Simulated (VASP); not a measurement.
# RbCl (Fm-3m) in VASP: settings compared

RbCl is run at these levels: PBE, RPBE; tasks: electric field gradients, density of states.

All numbers are computed with VASP 6.6.1; they aren't measurements. Logs are shortened: lines on timing, memory, paths and dates and some standing lists are left out, and cuts for length are marked.

## 1. The cell of the first run

It takes space group Fm-3m (No. 225, cubic). Conventional cell: a = 6.617 Å, b = 6.617 Å, c = 6.617 Å, α = 90.00°, β = 90.00°, γ = 90.00°. Within 4.4 Å of Rb (site symmetry m-3m) lie 6 Cl at 3.31 Å. Within 4.4 Å of Cl (site symmetry m-3m) lie 6 Rb at 3.31 Å.

## 2. Electric field gradients, PBE, collinear spin, ferromagnetic start

Contents of INCAR:

```
SYSTEM = RbCl
PREC     = Accurate       ! precision mode
ENCUT    = 400            ! plane-wave cutoff, eV
EDIFF    = 1E-8           ! SCF threshold, eV
ISMEAR   = 1              ! smearing method
SIGMA    = 0.0013         ! smearing width, eV
LREAL    = .False.        ! projectors in reciprocal space
LASPH    = .True.         ! aspherical terms in the spheres
NELM     = 200            ! most SCF steps
ALGO     = Normal         ! electronic algorithm
ISIF     = 2              ! what is computed and relaxed
LWAVE    = .False.        ! write WAVECAR
LCHARG   = .False.        ! write CHGCAR
ISPIN    = 2              ! spin polarisation
MAGMOM   = 0.27 1.73      ! initial moments
LORBIT   = 11             ! projections on sites
NUPDOWN  = 3.0            ! fixed moment
GGA      = PE             ! functional
LEFG     = .True.       
NBANDS   = 19             ! bands
GGA_COMPAT= .False.
```

Contents of KPOINTS:

```
Automatic mesh
0
Gamma
  1 1 1
  0 0 0
```

Contents of POSCAR:

```
RbCl
1.0
    0.0000000000      3.3087073290      3.3087073290
    3.3087073290      0.0000000000      3.3087073290
    3.3087073290      3.3087073290      0.0000000000
Rb Cl
1 1
Direct
    0.0000000000      0.0000000000      0.0000000000
    0.5000000000      0.5000000000      0.5000000000
```

Potentials or basis: VASP PAW PBE potentials, release 64 (Rb_sv, Cl).

Run with:

```
> cat potpaw_PBE.64/Rb_sv/POTCAR potpaw_PBE.64/Cl/POTCAR > POTCAR
> mpirun -np 1 vasp_std > vasp.out
```

OUTCAR:

```text
SYSTEM = RbCl
   PREC = Accurate
   ENCUT = 400
   EDIFF = 1E-8
   ISMEAR = 1
   LREAL = .False.
   LASPH = .True.
   NELM = 200
   ISIF = 2
   ISPIN = 2
   LORBIT = 11
   NUPDOWN = 3.0
   GGA = PE

 ion  position               nearest neighbor table
   1  0.000  0.000  0.000-   2 3.31   2 3.31   2 3.31   2 3.31   2 3.31   2 3.31
   2  0.500  0.500  0.500-   1 3.31   1 3.31   1 3.31   1 3.31   1 3.31   1 3.31

  LATTYP: Found a face centered cubic cell.
 ALAT       =     6.6174146580

  Lattice vectors:

 A1 = (   0.0000000000,   3.3087073290,   3.3087073290)
 A2 = (   3.3087073290,   0.0000000000,   3.3087073290)
 A3 = (   3.3087073290,   3.3087073290,   0.0000000000)

Analysis of symmetry for initial positions (statically):
=====================================================================
 Subroutine PRICEL returns:
 Original cell was already a primitive cell.

 Routine SETGRP: Setting up the symmetry group for a
 face centered cubic supercell.

 Subroutine GETGRP returns: Found 48 space group operations
 (whereof 48 operations were pure point group operations)
 out of a pool of 48 trial point group operations.

The static configuration has the point symmetry O_h .

Analysis of symmetry for dynamics (positions and initial velocities):
=====================================================================
 Subroutine PRICEL returns:
 Original cell was already a primitive cell.

 Routine SETGRP: Setting up the symmetry group for a
 face centered cubic supercell.

 Subroutine GETGRP returns: Found 48 space group operations
 (whereof 48 operations were pure point group operations)
 out of a pool of 48 trial point group operations.

The dynamic configuration has the point symmetry O_h .

Analysis of structural, dynamic, and magnetic symmetry:
=====================================================================
 Subroutine PRICEL returns:
 Original cell was already a primitive cell.

 Routine SETGRP: Setting up the symmetry group for a
 face centered cubic supercell.

 Subroutine GETGRP returns: Found 48 space group operations
 (whereof 48 operations were pure point group operations)
 out of a pool of 48 trial point group operations.

The overall configuration has the point symmetry O_h .

 Subroutine INISYM returns: Found 48 space group operations
 (whereof 48 operations are pure point group operations),
 and found     1 'primitive' translations

----------------------------------------------------------------------------------------

                                     Primitive cell

  volume of cell :      72.4444

  direct lattice vectors                    reciprocal lattice vectors
     0.000000000  3.308707329  3.308707329    -0.151116418  0.151116418  0.151116418
     3.308707329  0.000000000  3.308707329     0.151116418 -0.151116418  0.151116418
     3.308707329  3.308707329  0.000000000     0.151116418  0.151116418 -0.151116418

  length of vectors
     4.679218779  4.679218779  4.679218779     0.261741314  0.261741314  0.261741314

  position of ions in fractional coordinates (direct lattice)
     0.000000000  0.000000000  0.000000000
     0.500000000  0.500000000  0.500000000

  ion indices of the primitive-cell ions
   primitive index   ion index
                 1           1
                 2           2

----------------------------------------------------------------------------------------

 KPOINTS: Automatic mesh

Automatic generation of k-mesh.
 Grid dimensions read from file:
 generate k-points for:    1    1    1

 Generating k-lattice:

  Cartesian coordinates                     Fractional coordinates (reciprocal lattice)
    -0.151116418  0.151116418  0.151116418     1.000000000  0.000000000  0.000000000
     0.151116418 -0.151116418  0.151116418     0.000000000  1.000000000  0.000000000
     0.151116418  0.151116418 -0.151116418     0.000000000  0.000000000  1.000000000

  Length of vectors
     0.261741314  0.261741314  0.261741314

  Shift w.r.t. Gamma in fractional coordinates (k-lattice)
     0.000000000  0.000000000  0.000000000

 Subroutine IBZKPT returns following result:
 ===========================================

 Found      1 irreducible k-points:

 Following reciprocal coordinates:
            Coordinates               Weight
  0.000000  0.000000  0.000000      1.000000
   k-points           NKPTS =      1   k-points in BZ     NKDIM =      1   number of bands    NBANDS=     19
   number of dos      NEDOS =    301   number of ions     NIONS =      2
   total plane-waves  NPLWV =  32768
   dimension x,y,z NGX =    32 NGY =   32 NGZ =   32
   dimension x,y,z NGXF=    64 NGYF=   64 NGZF=   64
   ions per type =               1   1
   NGX,Y,Z   is equivalent  to a cutoff of  11.37, 11.37, 11.37 a.u.
   NGXF,Y,Z  is equivalent  to a cutoff of  22.74, 22.74, 22.74 a.u.
 SYSTEM =  RbCl
   PREC   = accura    normal or accurate (medium, high low for compatibility)
   ISTART =      0    job   : 0-new  1-cont  2-samecut
   ICHARG =      2    charge: 1-file 2-atom 10-const
   ISPIN  =      2    spin polarized calculation?
   LNONCOLLINEAR =      F non collinear calculations
   LSORBIT =      F    spin-orbit coupling
   LASPH  =      T    aspherical Exc in radial PAW
   ENCUT  =  400.0 eV  29.40 Ry    5.42 a.u.   7.63  7.63  7.63*2*pi/ulx,y,z
   NELM   =    200;   NELMIN=  2; NELMDL= -5     # of ELM steps
   EDIFF  = 0.1E-07   stopping-criterion for ELM
   LREAL  =      F    real-space projection
   EDIFFG = 0.1E-06   stopping-criterion for IOM
   NSW    =      0    number of steps for IOM
   IBRION =     -1    ionic relax: 0-MD 1-quasi-New 2-CG
   NFREE  =      0    steps in history (QN), initial steepest desc. (CG)
   ISIF   =      2    stress and relaxation
   ISYM   =      2    0-nonsym 1-usesym 2-fastsym
   POTIM  = 0.5000    time-step for ionic-motion
   TEBEG  =    0.0;   TEEND  =   0.0 temperature during run
   PSTRESS=    0.0 pullay stress
   NELECT =      16.0000    total number of electrons
   NUPDOWN=       3.0000    fix difference up-down
   EMIN   =  10.00;   EMAX   =-10.00  energy-range for DOS
   EFERMI =   0.00;   METHOD = LEGACY
   ISMEAR =     1;   SIGMA  =   0.00  broadening in eV -4-tet -1-fermi 0-gaus
   EFERMI_NEDOS =   21; number of points for ismear=-14 and -15
   IALGO  =     38    algorithm
   IMIX   =      4    mixing-type and parameters
     AMIX     =   0.40;   BMIX     =  1.00
     AMIX_MAG =   1.60;   BMIX_MAG =  1.00
  volume/ion in A,a.u.               =      36.22       244.44
  Fermi-wavevector in a.u.,A,eV,Ry     =   0.989570  1.870016 13.323486  0.979249
  Thomas-Fermi vector in A             =   2.121178
   LORBIT       =     11    0 simple, 1 ext, 2 COOP (PROOUT), +10 PAW based schemes
   GGA     = PE    functional components
   LHFCALC =     F    Hartree Fock is set to
   AEXX    =    0.0000 exact exchange contribution
   IVDW    =     0    specifies the selected vdW correction
   LEPSILON=     F    determine dielectric tensor
   LRPA    =     F    only Hartree local field effects (RPA)
 spin polarized calculation
 Methfessel and Paxton  Order N= 1 SIGMA  =   0.00
  energy-cutoff  :      400.00
  volume of cell :       72.44
 maximum number of plane-waves:      1363
 NGX is ok and might be reduce to    30
   NGX = 15   NGY = 15   NGZ = 15

 number of electron      16.0000003 magnetization       2.9999971

 Free energy of the ion-electron system (eV)
  ---------------------------------------------------
  ext. energy  EPLUGINS =         0.00000000
  ---------------------------------------------------
  free energy    TOTEN  =         4.42468076 eV

  energy without entropy =        4.42551211  energy(sigma->0) =        4.42495788

 E-fermi :  -3.7846     XC(G=0):  -8.0376

 val. band max:        1.5754858911   @ k =   0.0000   0.0000   0.0000
 cond. band min:      -3.7845696309   @ k =   0.0000   0.0000   0.0000
 fundamental gap:     -5.3600555220
 Fermi energy:         5.1158895232

 spin component 1

 k-point     1 :       0.0000    0.0000    0.0000
  band No.  band energies     occupation
      1     -25.0239      1.00000
      2     -17.8308      1.00000
      3      -9.2067      1.00000
      4      -9.2067      1.00000
      5      -9.2067      1.00000
      6      -5.3366      1.00000
[... 11 lines left out ...]
     18      13.8641      0.00000
     19      15.3303      0.00000
 Fermi energy:        -3.7845698791

 spin component 2

 k-point     1 :       0.0000    0.0000    0.0000
  band No.  band energies     occupation
      1     -24.8675      1.00000
      2     -16.1801      1.00000
      3      -8.9970      1.00000
      4      -8.9970      1.00000
      5      -8.9970      1.00000
      6      -3.7846      0.50008
[... 11 lines left out ...]
     18      14.7950      0.00000
     19      15.9686      0.00000

------------------------ aborting loop because EDIFF is reached ----------------------------------------

  FORCE on cell =-STRESS in cart. coord.  units (eV):
  Direction    XX          YY          ZZ          XY          YZ          ZX
  --------------------------------------------------------------------------------------
  -------------------------------------------------------------------------------------
  Total        5.9892775      5.9892775      5.9892775     -0.0000000     -0.0000000      0.0000000
  in kB      132.4585387    132.4585387    132.4585387     -0.0000000     -0.0000000      0.0000000
  external PRESSURE =     132.4585387 kB  Pullay stress =       0.0000000 kB

 VOLUME and BASIS-vectors are now :
 -----------------------------------------------------------------------------
  energy-cutoff  :      400.00
  volume of cell :       72.44
      direct lattice vectors                 reciprocal lattice vectors
     0.000000000  3.308707329  3.308707329    -0.151116418  0.151116418  0.151116418
     3.308707329  0.000000000  3.308707329     0.151116418 -0.151116418  0.151116418
     3.308707329  3.308707329  0.000000000     0.151116418  0.151116418 -0.151116418

 POSITION                                       TOTAL-FORCE (eV/Angst)
 -----------------------------------------------------------------------------------
      0.00000      0.00000      0.00000        -0.000000     -0.000000     -0.000000
      3.30871      3.30871      3.30871         0.000000      0.000000      0.000000
 -----------------------------------------------------------------------------------
    total drift:                                0.000000     -0.000000     -0.000000

  FREE ENERGIE OF THE ION-ELECTRON SYSTEM (eV)
  ---------------------------------------------------
  free  energy   TOTEN  =         4.4246807585 eV

  energy  without entropy=        4.4255121140  energy(sigma->0) =        4.42495788

 Electric field gradients (V/A^2)
---------------------------------------------------------------------
 ion       V_xx      V_yy      V_zz      V_xy      V_xz      V_yz
---------------------------------------------------------------------
   1      -0.000    -0.000     0.000    -0.000    -0.000    -0.000
   2      -0.000    -0.000    -0.000    -0.001    -0.001    -0.001
---------------------------------------------------------------------

 Electric field gradients after diagonalization (V/A^2)
 (convention: |V_zz| > |V_xx| > |V_yy|)
----------------------------------------------------------------------
 ion       V_xx      V_yy      V_zz     asymmetry (V_yy - V_xx)/ V_zz
----------------------------------------------------------------------
   1       0.000     0.000    -0.000       0.000
   2       0.001     0.001    -0.001       0.000
----------------------------------------------------------------------

           NMR quadrupolar parameters

 Cq : quadrupolar parameter    Cq=e*Q*V_zz/h
 eta: asymmetry parameters     (V_yy - V_xx)/ V_zz
 Q  : nuclear electric quadrupole moment in mb (millibarn)
----------------------------------------------------------------------
 ion       Cq(MHz)       eta       Q (mb)
----------------------------------------------------------------------
   1      -0.000       0.000       1.000
   2      -0.000       0.000       1.000
----------------------------------------------------------------------

 total charge

# of ion       s       p       d       tot
------------------------------------------
    1        1.991   5.305   0.075   7.371
    2        1.678   3.110   0.000   4.788
--------------------------------------------------
tot          3.669   8.415   0.075  12.159

 magnetization (x)

# of ion       s       p       d       tot
------------------------------------------
    1        0.065   0.029   0.075   0.168
    2        0.082   1.053   0.000   1.134
--------------------------------------------------
tot          0.146   1.081   0.075   1.302
```

Wall time 7.8 s (1 thread of Intel Xeon Platinum 8559C (Emerald Rapids), shared host); peak memory 0.19 GiB.

What came out:

| Item | Value |
| --- | --- |
| Free energy | 4.4247 eV |
| Pressure | 13.2 GPa |
| Net moment | 3.00 μB per cell |
| Site moments | Rb +0.17; Cl +1.13 μB |
| Valence electrons inside the program's atomic spheres | Rb 7.37; Cl 4.79 |

Caveat: the k points lie up to 1.64 Å⁻¹ apart; without QUAD_EFG the Cq values of the log hold for a quadrupole moment of 1 mb, not for the nuclei; the total moment is fixed, so each spin has its own Fermi level.

(Part 1 of 2 ends here.)
